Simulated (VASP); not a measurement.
Wanted: the native input for a VASP 6.6.1 run.

- Task: single point
- Functional: r2SCAN
- Potentials or basis: VASP PAW PBE potentials, release 64 (Au, Al)
- Cutoff: 550 eV
- k mesh: 5 × 5 × 5
- Occupations: methfessel-paxton, width 0.05 eV
- Spin: no spin polarisation
- Dipole correction: no
- Further INCAR settings: ALGO = Normal; EDIFF = 1e-06; NBANDS = 42

Crystal: Al3Au5.

```
Au Al
1.0
     0.00000    4.18118    4.18118
     3.93901    0.24218    3.93901
     4.18118    4.18118    0.00000
Au Al
5 3
Direct
  0.00000 0.00000 0.00000
  0.00000 0.50000 0.00000
  0.00000 0.50000 0.50000
  0.50000 0.50000 0.00000
  0.50000 0.50000 0.50000
  0.00000 0.00000 0.50000
  0.50000 0.00000 0.00000
  0.50000 0.00000 0.50000
```

The input as run:

POSCAR

```
Al3Au5
1.0
    0.0000000000      4.1811833239      4.1811833239
    3.9390050360      0.2421782879      3.9390050360
    4.1811833239      4.1811833239      0.0000000000
Au Al
5 3
Direct
    0.0000000000      0.0000000000      0.0000000000
    0.0000000000      0.5000000000      0.0000000000
    0.0000000000      0.5000000000      0.5000000000
    0.5000000000      0.5000000000      0.0000000000
    0.5000000000      0.5000000000      0.5000000000
    0.0000000000      0.0000000000      0.5000000000
    0.5000000000      0.0000000000      0.0000000000
    0.5000000000      0.0000000000      0.5000000000
```

INCAR.step1

```
PREC = Accurate ; ENCUT = 550
ISMEAR = 1 ; SIGMA = 0.05
LREAL = False ; LASPH = True
NELM = 120 ; NBANDS = 42
GGA = PE ; ALGO = Normal
EDIFF = 1E-5 ; LWAVE = True
LCHARG = False ; GGA_COMPAT = False
```

INCAR.step2

```
PREC = Accurate ; ENCUT = 550
EDIFF = 1E-6 ; ISMEAR = 1
SIGMA = 0.05 ; LREAL = False
LASPH = True ; NELM = 120
ALGO = Normal ; ISIF = 2
LWAVE = False ; LCHARG = True
METAGGA = R2SCAN ; LMIXTAU = True
LELF = True ; LVHAR = True
NBANDS = 42 ; ISTART = 1
GGA_COMPAT = False
```

KPOINTS

```
Automatic mesh
0
Gamma
  5 5 5
```

Potentials or basis: VASP PAW PBE potentials, release 64 (Au, Al).

Run with:

```bash
$ cat potpaw_PBE.64/Au/POTCAR potpaw_PBE.64/Al/POTCAR > POTCAR
$ cp INCAR.step1 INCAR
$ mpirun -np 1 vasp_std > vasp.out
$ cp INCAR.step2 INCAR
$ mpirun -np 1 vasp_std > vasp.out
```

It gave:

The pressure is -0.1 GPa and the band gap on the k mesh is zero (bands 32 and 33 overlap by 2.17 eV).

Caveat: the PAW data sets were made with another functional, which shifts forces and pressure a little; spin-orbit coupling is left out, which moves the levels of the heavy elements.

Run time: 5 min on 1 thread of Intel(R) Xeon(R) 6975P-C (Granite Rapids) (shared host), peak memory 0.37 GiB.
